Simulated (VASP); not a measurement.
# Co (P-3m1) in VASP: single point with PBE

Aim: the single point of Co with PBE.

Everything below comes from runs of VASP 6.6.1. Logs are shortened: lines on timing, memory, paths and dates and some standing lists are left out, and cuts for length are marked.

## Step 1: The cell of the first run

It takes space group P-3m1 (No. 164, trigonal). The conventional cell has a = 2.413 Å, b = 2.413 Å, c = 3.941 Å, α = 90.00°, β = 90.00°, γ = 120.00°. Within 3.1 Å of Co (site symmetry 3m) lie 12 Co at 2.35 to 2.48 Å.

## Step 2: Single point, PBE, collinear spin, ferromagnetic start (strain -0.030 along x and y, -0.030 along z)

File INCAR:

```
  PREC = Accurate
  ENCUT = 520
  EDIFF = 1E-6
  ISMEAR = 0
  SIGMA = 0.15
  LREAL = False
  LASPH = True
  NELM = 150
  ALGO = Normal
  ISIF = 2
  LWAVE = False
  LCHARG = False
  ISPIN = 2
  MAGMOM = 1.93 1.93
  LORBIT = 11
  LMAXMIX = 4
  GGA = PE
  NBANDS = 20
```

File KPOINTS:

```
regular mesh
0
Gamma
  24 24 12
```

File POSCAR:

```
Co
1.0
    2.4127439276      0.0000000000      0.0000000000
   -1.2063719638      2.0894975341      0.0000000000
    0.0000000000      0.0000000000      3.9413908183
Co
2
Direct
    0.6666666667      0.3333333333      0.2598610000
    0.3333333333      0.6666666667      0.7401390000
```

Potentials or basis: VASP PAW PBE potentials, release 64 (Co).

Launch:

```sh
> cat potpaw_PBE.64/Co/POTCAR > POTCAR
> mpirun -np 1 vasp_std > vasp.out
```

OUTCAR:

```text
PREC = Accurate
   ENCUT = 520
   EDIFF = 1E-6
   ISMEAR = 0
   LREAL = False
   LASPH = True
   NELM = 150
   ISIF = 2
   ISPIN = 2
   LORBIT = 11
   GGA = PE

 ion  position               nearest neighbor table
   1  0.667  0.333  0.260-   2 2.35   2 2.35   2 2.35   2 2.48   2 2.48   2 2.48
   2  0.333  0.667  0.740-   1 2.35   1 2.35   1 2.35   1 2.48   1 2.48   1 2.48

  LATTYP: Found a hexagonal cell.
 ALAT       =     2.4127439276
 C/A-ratio  =     1.6335719565

  Lattice vectors:

 A1 = (   2.4127439276,   0.0000000000,   0.0000000000)
 A2 = (  -1.2063719638,   2.0894975341,   0.0000000000)
 A3 = (   0.0000000000,   0.0000000000,   3.9413908183)

Analysis of symmetry for initial positions (statically):
=====================================================================
 Subroutine PRICEL returns:
 Original cell was already a primitive cell.

 Routine SETGRP: Setting up the symmetry group for a
 hexagonal supercell.

 Subroutine GETGRP returns: Found 12 space group operations
 (whereof 12 operations were pure point group operations)
 out of a pool of 24 trial point group operations.

The static configuration has the point symmetry D_3d.

Analysis of symmetry for dynamics (positions and initial velocities):
=====================================================================
 Subroutine PRICEL returns:
 Original cell was already a primitive cell.

 Routine SETGRP: Setting up the symmetry group for a
 hexagonal supercell.

 Subroutine GETGRP returns: Found 12 space group operations
 (whereof 12 operations were pure point group operations)
 out of a pool of 24 trial point group operations.

The dynamic configuration has the point symmetry D_3d.

Analysis of structural, dynamic, and magnetic symmetry:
=====================================================================
 Subroutine PRICEL returns:
 Original cell was already a primitive cell.

 Routine SETGRP: Setting up the symmetry group for a
 hexagonal supercell.

 Subroutine GETGRP returns: Found 12 space group operations
 (whereof 12 operations were pure point group operations)
 out of a pool of 24 trial point group operations.

The overall configuration has the point symmetry D_3d.

 Subroutine INISYM returns: Found 12 space group operations
 (whereof 12 operations are pure point group operations),
 and found     1 'primitive' translations

----------------------------------------------------------------------------------------

                                     Primitive cell

  volume of cell :      19.8702

  direct lattice vectors                    reciprocal lattice vectors
     2.412743928  0.000000000  0.000000000     0.414465865  0.239291979  0.000000000
    -1.206371964  2.089497534  0.000000000     0.000000000  0.478583958  0.000000000
     0.000000000  0.000000000  3.941390818     0.000000000  0.000000000  0.253717544

  length of vectors
     2.412743928  2.412743928  3.941390818     0.478583958  0.478583958  0.253717544

  position of ions in fractional coordinates (direct lattice)
     0.666666667  0.333333333  0.259861000
     0.333333333  0.666666667  0.740139000

  ion indices of the primitive-cell ions
   primitive index   ion index
                 1           1
                 2           2

----------------------------------------------------------------------------------------

 KPOINTS: regular mesh

Automatic generation of k-mesh.
 Grid dimensions read from file:
 generate k-points for:   24   24   12

 Generating k-lattice:

  Cartesian coordinates                     Fractional coordinates (reciprocal lattice)
     0.017269411  0.009970499  0.000000000     0.041666667  0.000000000  0.000000000
     0.000000000  0.019940998  0.000000000     0.000000000  0.041666667  0.000000000
     0.000000000  0.000000000  0.021143129     0.000000000  0.000000000  0.083333333

  Length of vectors
     0.019940998  0.019940998  0.021143129

  Shift w.r.t. Gamma in fractional coordinates (k-lattice)
     0.000000000  0.000000000  0.000000000

 Subroutine IBZKPT returns following result:
 ===========================================

 Found    667 irreducible k-points:

 Following reciprocal coordinates:
            Coordinates               Weight
  0.000000  0.000000  0.000000      1.000000
  0.041667  0.000000  0.000000      6.000000
  0.083333  0.000000  0.000000      6.000000
  0.125000  0.000000  0.000000      6.000000
  0.166667  0.000000  0.000000      6.000000
  0.208333  0.000000  0.000000      6.000000
[... 16 lines left out ...]
  0.416667  0.041667  0.000000     12.000000
  0.458333  0.041667  0.000000     12.000000
 [... further k-points ...]
   k-points           NKPTS =    667   k-points in BZ     NKDIM =    667   number of bands    NBANDS=     20
   number of dos      NEDOS =    301   number of ions     NIONS =      2
   total plane-waves  NPLWV =   9720
   dimension x,y,z NGX =    18 NGY =   18 NGZ =   30
   dimension x,y,z NGXF=    36 NGYF=   36 NGZF=   60
   ions per type =               2
   NGX,Y,Z   is equivalent  to a cutoff of  12.40, 12.40, 12.65 a.u.
   NGXF,Y,Z  is equivalent  to a cutoff of  24.81, 24.81, 25.31 a.u.
 SYSTEM =  unknown system
   PREC   = accura    normal or accurate (medium, high low for compatibility)
   ISTART =      0    job   : 0-new  1-cont  2-samecut
   ICHARG =      2    charge: 1-file 2-atom 10-const
   ISPIN  =      2    spin polarized calculation?
   LNONCOLLINEAR =      F non collinear calculations
   LSORBIT =      F    spin-orbit coupling
   LASPH  =      T    aspherical Exc in radial PAW
   ENCUT  =  520.0 eV  38.22 Ry    6.18 a.u.   4.49  4.49  7.33*2*pi/ulx,y,z
   NELM   =    150;   NELMIN=  2; NELMDL= -5     # of ELM steps
   EDIFF  = 0.1E-05   stopping-criterion for ELM
   LREAL  =      F    real-space projection
   EDIFFG = 0.1E-04   stopping-criterion for IOM
   NSW    =      0    number of steps for IOM
   IBRION =     -1    ionic relax: 0-MD 1-quasi-New 2-CG
   NFREE  =      0    steps in history (QN), initial steepest desc. (CG)
   ISIF   =      2    stress and relaxation
   ISYM   =      2    0-nonsym 1-usesym 2-fastsym
   POTIM  = 0.5000    time-step for ionic-motion
   TEBEG  =    0.0;   TEEND  =   0.0 temperature during run
   PSTRESS=    0.0 pullay stress
   NELECT =      18.0000    total number of electrons
   NUPDOWN=      -1.0000    fix difference up-down
   EMIN   =  10.00;   EMAX   =-10.00  energy-range for DOS
   EFERMI =   0.00;   METHOD = LEGACY
   ISMEAR =     0;   SIGMA  =   0.15  broadening in eV -4-tet -1-fermi 0-gaus
   EFERMI_NEDOS =   21; number of points for ismear=-14 and -15
   IALGO  =     38    algorithm
   IMIX   =      4    mixing-type and parameters
     AMIX     =   0.40;   BMIX     =  1.00
     AMIX_MAG =   1.60;   BMIX_MAG =  1.00
  volume/ion in A,a.u.               =       9.94        67.05
  Fermi-wavevector in a.u.,A,eV,Ry     =   1.584035  2.993392 34.139292  2.509167
  Thomas-Fermi vector in A             =   2.683714
   LORBIT       =     11    0 simple, 1 ext, 2 COOP (PROOUT), +10 PAW based schemes
   GGA     = PE    functional components
   LHFCALC =     F    Hartree Fock is set to
   AEXX    =    0.0000 exact exchange contribution
   IVDW    =     0    specifies the selected vdW correction
   LEPSILON=     F    determine dielectric tensor
   LRPA    =     F    only Hartree local field effects (RPA)
 spin polarized calculation
 Gauss-broadening in eV      SIGMA  =   0.15
  energy-cutoff  :      520.00
  volume of cell :       19.87
 maximum number of plane-waves:       555
 NGX is ok and might be reduce to    18
   NGX =  9   NGY =  9   NGZ = 15

 number of electron      18.0000004 magnetization       3.0872450

 Free energy of the ion-electron system (eV)
  ---------------------------------------------------
  ext. energy  EPLUGINS =         0.00000000
  ---------------------------------------------------
  free energy    TOTEN  =       -13.93426629 eV

  energy without entropy =      -13.91592344  energy(sigma->0) =      -13.92509487

 E-fermi :  11.5761     XC(G=0): -13.9262

 val. band max:       11.5755597708   @ k =   0.1667   0.0833   0.1667
 cond. band min:      11.5768174200   @ k =   0.2083   0.0000   0.0000
 fundamental gap:      0.0012576492
 Fermi energy:        11.5761253728

 spin component 1

 k-point     1 :       0.0000    0.0000    0.0000
  band No.  band energies     occupation
      1       2.1259      1.00000
      2       5.9795      1.00000
      3       8.7751      1.00000
      4       8.8371      1.00000
      5       8.8371      1.00000
      6       9.1761      1.00000
[... 12 lines left out ...]
     19      39.2442      0.00000
     20      39.2442      0.00000
[... 507 lines left out ...]
 k-point    24 :       0.4583    0.0417    0.0000
  band No.  band energies     occupation
      1       6.3573      1.00000
      2       6.4975      1.00000
      3       6.7068      1.00000
      4       8.6754      1.00000
      5       8.8722      1.00000
      6       8.9000      1.00000
[... 12 lines left out ...]
     19      35.9475      0.00000
     20      37.7176      0.00000

 [... further k-points ...]

 spin component 2

 k-point     1 :       0.0000    0.0000    0.0000
  band No.  band energies     occupation
      1       2.1408      1.00000
      2       6.8738      1.00000
      3      10.2981      1.00000
      4      10.4053      1.00000
      5      10.4053      1.00000
      6      10.7669      1.00000
[... 12 lines left out ...]
     19      39.5489      0.00000
     20      39.5489      0.00000
[... 507 lines left out ...]
 k-point    24 :       0.4583    0.0417    0.0000
  band No.  band energies     occupation
      1       7.2909      1.00000
      2       7.5345      1.00000
      3       7.8582      1.00000
      4       9.5397      1.00000
      5      10.2547      1.00000
      6      10.3303      1.00000
[... 12 lines left out ...]
     19      36.3841      0.00000
     20      38.0253      0.00000

 [... further k-points ...]

------------------------ aborting loop because EDIFF is reached ----------------------------------------

  FORCE on cell =-STRESS in cart. coord.  units (eV):
  Direction    XX          YY          ZZ          XY          YZ          ZX
  --------------------------------------------------------------------------------------
  -------------------------------------------------------------------------------------
  Total        3.0323883      3.0323883      2.6642654      0.0000000     -0.0000000      0.0000000
  in kB      244.5078431    244.5078431    214.8253195      0.0000000     -0.0000000      0.0000000
  external PRESSURE =     234.6136685 kB  Pullay stress =       0.0000000 kB

 VOLUME and BASIS-vectors are now :
 -----------------------------------------------------------------------------
  energy-cutoff  :      520.00
  volume of cell :       19.87
      direct lattice vectors                 reciprocal lattice vectors
     2.412743928  0.000000000  0.000000000     0.414465865  0.239291979  0.000000000
    -1.206371964  2.089497534  0.000000000     0.000000000  0.478583958  0.000000000
     0.000000000  0.000000000  3.941390818     0.000000000  0.000000000  0.253717544

 POSITION                                       TOTAL-FORCE (eV/Angst)
 -----------------------------------------------------------------------------------
      1.20637      0.69650      1.02421         0.000000     -0.000000     -0.832104
     -0.00000      1.39300      2.91718        -0.000000      0.000000      0.832104
 -----------------------------------------------------------------------------------
    total drift:                                0.000000     -0.000000     -0.000000

  FREE ENERGIE OF THE ION-ELECTRON SYSTEM (eV)
  ---------------------------------------------------
  free  energy   TOTEN  =       -13.9342662932 eV

  energy  without entropy=      -13.9159234405  energy(sigma->0) =      -13.92509487

 total charge

# of ion       s       p       d       tot
------------------------------------------
    1        0.530   0.606   7.333   8.468
    2        0.530   0.606   7.333   8.468
--------------------------------------------------
tot          1.059   1.211  14.665  16.936

 magnetization (x)

# of ion       s       p       d       tot
------------------------------------------
    1       -0.016  -0.055   1.616   1.545
    2       -0.016  -0.055   1.616   1.545
--------------------------------------------------
tot         -0.032  -0.110   3.232   3.090
```

Wall time 9.9 min (1 thread of AMD EPYC 7R13, shared host); peak memory 0.41 GiB.

What came out:

| Item | Value |
| --- | --- |
| Free energy | -13.9343 eV |
| Pressure | 23.5 GPa |
| Largest force | 0.832 eV/Å |
| Net moment | 3.09 μB per cell |
| Site moments | Co +1.54 μB |
| Valence electrons inside the program's atomic spheres | Co 8.47 |

Forces in eV/Å, atoms in the order of the input:
```
Co   0.000  0.000 -0.832
Co   0.000  0.000  0.832
```

Stress tensor (GPa, compression positive):
```
24.45  0.00  0.00
 0.00 24.45  0.00
 0.00  0.00 21.48
```

Levels at points of the mesh, in eV from the Fermi level:
Spin up:
```
           k point  band 6  band 7  band 8  band 9  band 10  band 11  band 12  band 13  band 14  band 15
(0.00, 0.00, 0.00)   -2.40   -2.40   -1.92   -1.92    -0.70    -0.70    -0.22     6.98    22.83    26.04
(0.50, 0.00, 0.00)   -2.63   -2.28   -0.52   -0.49    -0.33     1.59     3.83    10.18    11.31    13.41
(0.00, 0.00, 0.50)   -2.83   -2.77   -2.77   -1.17    -1.17    -0.95    -0.95    15.16    16.41    23.50
(0.50, 0.00, 0.50)   -1.62   -1.05   -0.95   -0.45    -0.39     1.61     1.92     7.94     8.29    19.47
```
Spin down:
```csv
k point,band 4,band 5,band 6,band 7,band 8,band 9,band 10,band 11
"(0.00, 0.00, 0.00)",-1.17,-1.17,-0.81,-0.81,-0.22,-0.18,-0.18,1.13
"(0.50, 0.00, 0.00)",-1.98,-1.31,-1.25,-0.78,1.29,1.40,1.47,2.79
"(0.00, 0.00, 0.50)",-1.57,-1.24,-1.24,-1.23,-1.23,0.66,0.66,0.83
"(0.50, 0.00, 0.50)",-2.57,-0.35,0.10,0.18,0.32,1.38,1.42,2.20
```

Caveat: the cell differs from its parent crystal (strain -0.030 along x and y, -0.030 along z); the cell stands under pressure.
